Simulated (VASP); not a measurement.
# F (C2/c) in VASP: G0W0 quasiparticle levels with PBE

Aim: the G0W0 quasiparticle levels of F with PBE.

Program: VASP 6.6.1. These are calculated values, not measurements. Logs are shortened: lines on timing, memory, paths and dates and some standing lists are left out, and cuts for length are marked.

### 1 The cell of the first run

It takes space group C2/c (No. 15, monoclinic). The conventional cell has a = 4.946 Å, b = 3.231 Å, c = 6.535 Å, α = 90.00°, β = 90.38°, γ = 90.00°. F (site symmetry 1) has 1 F at 1.40 Å within 1.9 Å.

### 2 G0W0 quasiparticle levels, PBE

Input file POSCAR:

```
F
1.0
    2.4704060226     -1.6156446729      0.1165140155
    2.4704060226      1.6156446729      0.1165140155
   -0.2647424438      0.0000000000      6.5292187134
F
4
Direct
    0.5941752474      0.9046440903      0.5964352601
    0.0953559097      0.4058247526      0.9035647399
    0.4058247526      0.0953559097      0.4035647399
    0.9046440903      0.5941752474      0.0964352601
```

Input file INCAR.step1:

```
SYSTEM = F
  PREC = Accurate
  ENCUT = 500
  EDIFF = 1E-8
  ISMEAR = 0
  SIGMA = 0.01
  LREAL = .FALSE.
  LASPH = .TRUE.
  NELM = 100
  ALGO = Normal
  LWAVE = .TRUE.
  LCHARG = .FALSE.
  GGA = PE
```

Input file INCAR.step2:

```
SYSTEM = F
  PREC = Accurate
  ENCUT = 500
  EDIFF = 1E-8
  ISMEAR = 0
  SIGMA = 0.01
  LREAL = .FALSE.
  LASPH = .TRUE.
  NELM = 1
  ALGO = Exact
  LWAVE = .TRUE.
  LCHARG = .FALSE.
  GGA = PE
  NBANDS = 169
  LOPTICS = .TRUE.
  ISTART = 1
```

Input file INCAR.step3:

```
SYSTEM = F
  PREC = Accurate
  ENCUT = 500
  EDIFF = 1E-8
  ISMEAR = 0
  SIGMA = 0.01
  LREAL = .FALSE.
  LASPH = .TRUE.
  ALGO = EVGW0
  LWAVE = .FALSE.
  LCHARG = .FALSE.
  GGA = PE
  NELMGW = 1
  NBANDS = 169
  ENCUTGW = 120.0
  NOMEGA = 96
  PRECFOCK = Fast
  ISTART = 1
  NBANDSGW = 22
  OMEGAMAX = 20
```

Input file KPOINTS:

```
Automatic mesh
0
G
  6 6 2
  0 0 0
```

Potentials or basis: VASP PAW PBE potentials, release 64 (F_GW).

Run with:

```
cat potpaw_PBE.64/F_GW/POTCAR > POTCAR
cp INCAR.step1 INCAR
mpirun -np 1 vasp_std > vasp.out
cp INCAR.step2 INCAR
mpirun -np 1 vasp_std > vasp.out
cp INCAR.step3 INCAR
mpirun -np 1 vasp_std > vasp.out
```

OUTCAR:

```text
SYSTEM = F
   PREC = Accurate
   ENCUT = 500
   EDIFF = 1E-8
   ISMEAR = 0
   LREAL = .FALSE.
   LASPH = .TRUE.
   GGA = PE
   NELMGW = 1
   ENCUTGW = 120.0
   PRECFOCK = Fast
   ISTART = 1

 ion  position               nearest neighbor table
   1  0.594  0.905  0.596-   3 1.40
   2  0.095  0.406  0.904-   4 1.40
   3  0.406  0.095  0.404-   1 1.40
   4  0.905  0.594  0.096-   2 1.40

  LATTYP: Found a base centered monoclinic cell.
 ALAT       =     4.9463042496
 B/A-ratio  =     0.6532734710
 C/A-ratio  =     1.3211042993
 COS(beta)  =    -0.0066038012

  Lattice vectors:

 A1 = (  -2.4704060226,   1.6156446729,  -0.1165140155)
 A2 = (  -2.4704060226,  -1.6156446729,  -0.1165140155)
 A3 = (  -0.2647424438,   0.0000000000,   6.5292187134)

Analysis of symmetry for initial positions (statically):
=====================================================================
 Subroutine PRICEL returns:
 Original cell was already a primitive cell.

 Routine SETGRP: Setting up the symmetry group for a
 base centered monoclinic supercell.

 Subroutine GETGRP returns: Found  4 space group operations
 (whereof  2 operations were pure point group operations)
 out of a pool of  4 trial point group operations.

The static configuration has the point symmetry S_2 .
 The point group associated with its full space group is C_2h.

Analysis of symmetry for dynamics (positions and initial velocities):
=====================================================================
 Subroutine PRICEL returns:
 Original cell was already a primitive cell.

 Routine SETGRP: Setting up the symmetry group for a
 base centered monoclinic supercell.

 Subroutine GETGRP returns: Found  4 space group operations
 (whereof  2 operations were pure point group operations)
 out of a pool of  4 trial point group operations.

The dynamic configuration has the point symmetry S_2 .
 The point group associated with its full space group is C_2h.

 Subroutine INISYM returns: Found  4 space group operations
 (whereof  2 operations are pure point group operations),
 and found     1 'primitive' translations

----------------------------------------------------------------------------------------

                                     Primitive cell

  volume of cell :      52.2198

  direct lattice vectors                    reciprocal lattice vectors
     2.470406023 -1.615644673  0.116514015     0.202009562 -0.309473988  0.008190950
     2.470406023  1.615644673  0.116514015     0.202009562  0.309473988  0.008190950
    -0.264742444  0.000000000  6.529218713    -0.007209728  0.000000000  0.152865346

  length of vectors
     2.954113935  2.954113935  6.534583810     0.369660796  0.369660796  0.153035271

  position of ions in fractional coordinates (direct lattice)
     0.594175247  0.904644090  0.596435260
     0.095355910  0.405824753  0.903564740
     0.405824753  0.095355910  0.403564740
     0.904644090  0.594175247  0.096435260

  ion indices of the primitive-cell ions
   primitive index   ion index
                 1           1
                 2           2
                 3           3
                 4           4

----------------------------------------------------------------------------------------

 KPOINTS: Automatic mesh

Automatic generation of k-mesh.
 Grid dimensions read from file:
 generate k-points for:    6    6    2

 Generating k-lattice:

  Cartesian coordinates                     Fractional coordinates (reciprocal lattice)
     0.033668260 -0.051578998  0.001365158     0.166666667 -0.000000000  0.000000000
     0.033668260  0.051578998  0.001365158    -0.000000000  0.166666667  0.000000000
    -0.003604864  0.000000000  0.076432673    -0.000000000 -0.000000000  0.500000000

  Length of vectors
     0.061610133  0.061610133  0.076517636

  Shift w.r.t. Gamma in fractional coordinates (k-lattice)
     0.000000000  0.000000000  0.000000000

 Subroutine IBZKPT returns following result:
 ===========================================

 Found     26 irreducible k-points:

 Following reciprocal coordinates:
            Coordinates               Weight
  0.000000  0.000000  0.000000      1.000000
  0.166667  0.000000  0.000000      4.000000
  0.333333  0.000000  0.000000      4.000000
  0.500000  0.000000  0.000000      2.000000
  0.166667  0.166667  0.000000      2.000000
  0.333333  0.166667  0.000000      4.000000
[... 16 lines left out ...]
  0.333333  0.333333  0.500000      2.000000
  0.500000  0.333333  0.500000      4.000000
 [... further k-points ...]
   k-points           NKPTS =     26   k-points in BZ     NKDIM =     72   number of bands    NBANDS=    169
   number of dos      NEDOS =    301   number of ions     NIONS =      4
   total plane-waves  NPLWV =  27648
   dimension x,y,z NGX =    24 NGY =   24 NGZ =   48
   dimension x,y,z NGXF=    48 NGYF=   48 NGZF=   96
   ions per type =               4
   NGX,Y,Z   is equivalent  to a cutoff of  13.51, 13.51, 12.21 a.u.
   NGXF,Y,Z  is equivalent  to a cutoff of  27.01, 27.01, 24.42 a.u.
 SYSTEM =  F
   PREC   = accura    normal or accurate (medium, high low for compatibility)
   ISTART =      1    job   : 0-new  1-cont  2-samecut
   ICHARG =      0    charge: 1-file 2-atom 10-const
   ISPIN  =      1    spin polarized calculation?
   LNONCOLLINEAR =      F non collinear calculations
   LSORBIT =      F    spin-orbit coupling
   LASPH  =      T    aspherical Exc in radial PAW
   ENCUT  =  500.0 eV  36.75 Ry    6.06 a.u.   5.39  5.39 11.91*2*pi/ulx,y,z
   NELM   =     60;   NELMIN=  2; NELMDL=  0     # of ELM steps
   EDIFF  = 0.1E-07   stopping-criterion for ELM
   LREAL  =      F    real-space projection
   EDIFFG = 0.1E-06   stopping-criterion for IOM
   NSW    =      0    number of steps for IOM
   IBRION =     -1    ionic relax: 0-MD 1-quasi-New 2-CG
   NFREE  =      0    steps in history (QN), initial steepest desc. (CG)
   ISIF   =      0    stress and relaxation
   ISYM   =      3    0-nonsym 1-usesym 2-fastsym
   POTIM  = 0.5000    time-step for ionic-motion
   TEBEG  =    0.0;   TEEND  =   0.0 temperature during run
   PSTRESS=    0.0 pullay stress
   NELECT =      28.0000    total number of electrons
   NUPDOWN=      -1.0000    fix difference up-down
   EMIN   =  10.00;   EMAX   =-10.00  energy-range for DOS
   EFERMI =   0.00;   METHOD = LEGACY
   ISMEAR =     0;   SIGMA  =   0.01  broadening in eV -4-tet -1-fermi 0-gaus
   EFERMI_NEDOS =   21; number of points for ismear=-14 and -15
   IALGO  =     38    algorithm
   IMIX   =      4    mixing-type and parameters
     AMIX     =   0.40;   BMIX     =  1.00
     AMIX_MAG =   1.60;   BMIX_MAG =  1.00
  volume/ion in A,a.u.               =      13.05        88.10
  Fermi-wavevector in a.u.,A,eV,Ry     =   1.329992  2.513321 24.067067  1.768880
  Thomas-Fermi vector in A             =   2.459113
   LORBIT       =      0    0 simple, 1 ext, 2 COOP (PROOUT), +10 PAW based schemes
   GGA     = PE    functional components
   LHFCALC =     T    Hartree Fock is set to
   PRECFOCK=fast      Normal, Fast or Accurate (Low or Medium for compatibility)
   ENCUT4O =  -1.0   cutoff for four orbital integrals eV
   NKREDX  =     1    reduce k-point grid by
   NKREDY  =     1    reduce k-point grid by
   NKREDZ  =     1    reduce k-point grid by
   AEXX    =    1.0000 exact exchange contribution
   HFSCREEN=    0.0000 screening length (either q_TF or 0.3 A-1)
   HFSCREENC=   0.0000 screening length for correlation (either q_TF or 0.3 A-1)
   ENCUTFOCK=  -1.0 apply spherical cutoff to Coloumb kernel
   IVDW    =     0    specifies the selected vdW correction
   LEPSILON=     F    determine dielectric tensor
   LRPA    =     F    only Hartree local field effects (RPA)
   LRPAFORCE           =     F    calculate RPA forces
   ENCUTGW             = 120.0    cutoff for response function in eV
   ENCUTGWSOFT         =  96.0    soft cutoff for Coulomb kernel in GW response function in eV
   ENCUTLF             =  -1.0    cutoff for local field effects
   NELMGW              =     1    number of iterations in solving QP/BSE equation
   NELMHF              =     1    number of iterations in the inner HF iteration
   NKREDLFX            =     1    NKREDLFY  =   1   NKREDLFZ  =   1
 non-spin polarized calculation
 Gauss-broadening in eV      SIGMA  =   0.01
  energy-cutoff  :      500.00
  volume of cell :       52.22
 maximum number of plane-waves:      1341
 NGX is ok and might be reduce to    24
  NGX = 12; NGY = 12; NGZ = 28
   NGX = 11   NGY = 11   NGZ = 23
 maximum number of plane-waves:       163

 QP shifts <psi_nk| G(iteration)W_0 |psi_nk>: iteration 1
 for sc-GW calculations column KS-energies equals QP-energies in previous step
 and V_xc(KS)=  KS-energies - (<T + V_ion + V_H > + <T+V_H+V_ion>^1  + <V_x>^1)

 k-point   1 :       0.0000    0.0000    0.0000
  band No.  KS-energies  QP-energies   sigma(KS)   V_xc(KS)     V^pw_x(r,r')   Z            occupation Imag(sigma)

      1     -28.7847     -31.7064     -27.2038     -22.5267     -36.8908       0.6247       2.0000       0.7295
      2     -28.5952     -31.5749     -27.4616     -22.7380     -37.0218       0.6308       2.0000       0.7120
      3     -22.3452     -24.4351     -27.2054     -23.3096     -36.7153       0.5365       2.0000       1.1746
      4     -21.7999     -24.1027     -28.4012     -24.0358     -37.3298       0.5275       2.0000       0.7324
      5     -10.4101     -12.4601     -24.1304     -21.2847     -26.8433       0.7204       2.0000       0.1480
      6      -9.3451     -11.4068     -25.5822     -22.8173     -28.0264       0.7457       2.0000       0.0570
[... 14 lines left out ...]
     21      17.9641      20.0773      -6.8946      -9.0027      -3.3372       1.0024       0.0000      -0.3826
     22      19.2201      20.7238      -5.5083      -7.2328      -2.2099       0.8719       0.0000      -0.1870

 k-point   2 :       0.1667    0.0000    0.0000
  band No.  KS-energies  QP-energies   sigma(KS)   V_xc(KS)     V^pw_x(r,r')   Z            occupation Imag(sigma)

      1     -28.7306     -31.6541     -27.2801     -22.5948     -36.9442       0.6240       2.0000       0.7210
      2     -28.5651     -31.5462     -27.5050     -22.7802     -37.0588       0.6310       2.0000       0.7056
      3     -22.2980     -24.3345     -27.3114     -23.3813     -36.7787       0.5182       2.0000       1.1207
      4     -21.8247     -24.1016     -28.3512     -24.0069     -37.3077       0.5241       2.0000       0.7414
      5     -10.3627     -12.4137     -24.1615     -21.3125     -26.9132       0.7199       2.0000       0.1504
      6      -9.4160     -11.4746     -25.4980     -22.7223     -27.9810       0.7417       2.0000       0.0606
[... 14 lines left out ...]
     21      16.7392      18.0689      -5.5201      -7.0465      -2.2677       0.8711       0.0000      -0.1693
     22      18.2285      20.1226      -6.8139      -8.8831      -3.2495       0.9153       0.0000      -0.3516

 k-point   3 :       0.3333    0.0000    0.0000
  band No.  KS-energies  QP-energies   sigma(KS)   V_xc(KS)     V^pw_x(r,r')   Z            occupation Imag(sigma)

      1     -28.6084     -31.5473     -27.4512     -22.7467     -37.0608       0.6247       2.0000       0.7023
      2     -28.5121     -31.5015     -27.5828     -22.8570     -37.1296       0.6326       2.0000       0.6937
      3     -22.1763     -24.1905     -27.5868     -23.5549     -36.9306       0.4996       2.0000       0.9939
      4     -21.9054     -24.1067     -28.1855     -23.9124     -37.2324       0.5152       2.0000       0.7799
      5     -10.2151     -12.2776     -24.2875     -21.4307     -27.1319       0.7220       2.0000       0.1482
      6      -9.6307     -11.6761     -25.1801     -22.3701     -27.8149       0.7279       2.0000       0.0794
[... 14 lines left out ...]
     21      15.5678      16.9921      -6.5673      -8.2107      -3.2146       0.8667       0.0000      -0.1812
     22      15.9777      17.4934      -6.2627      -7.9961      -3.0453       0.8743       0.0000      -0.1793
[... 498 lines left out ...]
      1     -28.5287     -31.4841     -27.5555     -22.8373     -37.1256       0.6264       2.0000       0.6908
      2     -28.5287     -31.4841     -27.5555     -22.8373     -37.1256       0.6264       2.0000       0.6908
      3     -21.9771     -24.1317     -28.0175     -23.8215     -37.1557       0.5135       2.0000       0.8345
      4     -21.9739     -24.1306     -28.0248     -23.8262     -37.1598       0.5137       2.0000       0.8324
      5      -9.8410     -11.8818     -24.9168     -22.1056     -27.5522       0.7259       2.0000       0.0903
      6      -9.8341     -11.8755     -24.9298     -22.1197     -27.5617       0.7264       2.0000       0.0896
[... 14 lines left out ...]
     21      15.8466      17.5382      -7.0189      -8.9297      -3.6837       0.8852       0.0000      -0.2128
     22      15.9141      17.5939      -7.0006      -8.9129      -3.6692       0.8784       0.0000      -0.2145

 k-point  24 :       0.5000    0.3333    0.5000
  band No.  KS-energies  QP-energies   sigma(KS)   V_xc(KS)     V^pw_x(r,r')   Z            occupation Imag(sigma)

      1     -28.4832     -31.4595     -27.6198     -22.8979     -37.1748       0.6303       2.0000       0.6832
      2     -28.4832     -31.4595     -27.6198     -22.8979     -37.1748       0.6303       2.0000       0.6832
      3     -21.9629     -24.1273     -28.0474     -23.8460     -37.1795       0.5152       2.0000       0.8277
      4     -21.9629     -24.1273     -28.0474     -23.8460     -37.1795       0.5152       2.0000       0.8277
      5      -9.8250     -11.8730     -24.9693     -22.1528     -27.5979       0.7271       2.0000       0.0882
      6      -9.8204     -11.8699     -24.9771     -22.1607     -27.6032       0.7277       2.0000       0.0877
[... 14 lines left out ...]
     21      15.8135      17.4069      -6.9143      -8.7252      -3.5721       0.8799       0.0000      -0.2037
     22      15.8743      17.4478      -6.8735      -8.6741      -3.5241       0.8739       0.0000      -0.2026

 [... further k-points ...]
```

Wall time 14 min (1 thread of Intel Xeon Platinum 8375C at 2.90GHz (Ice Lake), shared host); peak memory 1 GiB.

What came out:

```yaml
Quasiparticle_gap: 8.97 eV
Least_direct_quasiparticle_gap: 8.97 eV
Band_gap_of_the_starting_levels_on_the_mesh: 2.91 eV
Least_direct_gap_of_the_starting_levels_on_the_mesh: 2.91 eV
```

Caveat: the k points lie up to 0.48 Å⁻¹ apart; bands, screening cutoff and mesh are small and nothing is extrapolated, so the quasiparticle values aren't converged.
